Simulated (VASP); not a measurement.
Here is a VASP 6.6.1 calculation.

File INCAR:

```
SYSTEM = Mo
PREC = Accurate
ENCUT = 500
EDIFF = 1E-6
ISMEAR = 0
SIGMA = 0.1
LREAL = .FALSE.
LASPH = .TRUE.
NELM = 120
ALGO = Normal
ISIF = 2
LWAVE = .FALSE.
LCHARG = .FALSE.
GGA = CA
NBANDS = 13
GGA_COMPAT = .FALSE.
```

File KPOINTS:

```
Automatic mesh
0
G
  8 8 8
  0 0 0
```

The input POSCAR:

```
Mo
1.0
   -1.5734150000      1.5734150000      1.5734150000
    1.5734150000     -1.5734150000      1.5734150000
    1.5734150000      1.5734150000     -1.5734150000
Mo
1
Direct
    0.0000000000      0.0000000000      0.0000000000
```

Potentials or basis: VASP PAW LDA potentials, release 64 (Mo_sv).

The run is started by

```bash
$ cat potpaw_LDA.64/Mo_sv/POTCAR > POTCAR
$ mpirun -np 1 vasp_std > vasp.out
```

Q: Estimate the pressure.

A: -7.7 GPa.

Q: What does it give for the band gap on the k mesh?

A: Zero (band 7 reaches 16.54 eV, above the bottom of band 8 at 11.13 eV).
